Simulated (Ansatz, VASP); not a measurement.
**Pt4Au in VASP and in Ansatz**

INCAR

```
ALGO = Normal
DIPOL = 0.5 0.5 0.500
EDIFF = 1E-7
ENCUT = 520
GGA = PS
IDIPOL = 3
ISIF = 2
ISMEAR = -1
LASPH = True
LCHARG = True
LDIPOL = True
LELF = True
LREAL = False
LVACPOTAV = True
LVHAR = True
LWAVE = False
NBANDS = 34
NELM = 100
PREC = Accurate
SIGMA = 0.1
```

File KPOINTS:

```
k-points
0
Gamma
  12 9 1
```

File POSCAR:

```
Pt4Au
1.0
    2.7716650196      0.0000000000      0.0000000000
    0.0000000000      3.9197262610      0.0000000000
    0.0000000000      0.0000000000     21.5433000000
Pt Au
4 1
Direct
    0.0000000000      0.0000000000      0.3775261929
    0.5000000000      0.5000000000      0.4317546603
    0.5000000000      0.5000000000      0.5682453384
    0.0000000000      0.0000000000      0.6224738066
    0.0000000000      0.0000000000      0.5000000018
```

Input for Ansatz:

```yaml
crystal:
  lattice:
    - [2.7716650196, 0.0, 0.0]
    - [0.0, 3.919726261, 0.0]
    - [0.0, 0.0, 21.5433]
  atoms:
    - { symbol: Pt, position: [0.0, 0.0, 0.3775261929] }
    - { symbol: Pt, position: [0.5, 0.5, 0.4317546603] }
    - { symbol: Au, position: [0.0, 0.0, 0.5000000018] }
    - { symbol: Pt, position: [0.5, 0.5, 0.5682453384] }
    - { symbol: Pt, position: [0.0, 0.0, 0.6224738066] }
kpoints:
  mp_grid: { grid: [12, 9, 1] }
scf:
  occupations: { method: fermi_dirac, width: 0.1 }
hamiltonian:
  xc: pbesol
  pseudopotentials: { kind: all_electron, lapw: { basis_error: 0.001 } }
output:
  forces: true
  stress: true
  eigenvalues: true
efield:
  axis: 3
  amplitude: 0
  dipole_correction: true
```

Alike in both runs: task single point; functional PBEsol; k mesh 12 × 9 × 1; occupations fermi-dirac, width 0.1 eV; no spin polarisation.

```csv
,VASP,Ansatz
version,VASP 6.6.1,Ansatz 0.2.0
potentials or method,"VASP PAW PBE potentials, release 64 (Pt, Au), cutoff 520 eV","all-electron LAPW, scalar-relativistic"
```

|  | VASP | Ansatz | Ansatz less VASP |
| --- | --- | --- | --- |
| rms of the force components (eV/Å) | 0.306 | 0.313 | +0.0064 |

VASP's potentials were made for PBE, not for PBEsol. Ansatz ran all-electron here, and VASP with PAW potentials.

Spin-orbit coupling is off throughout.
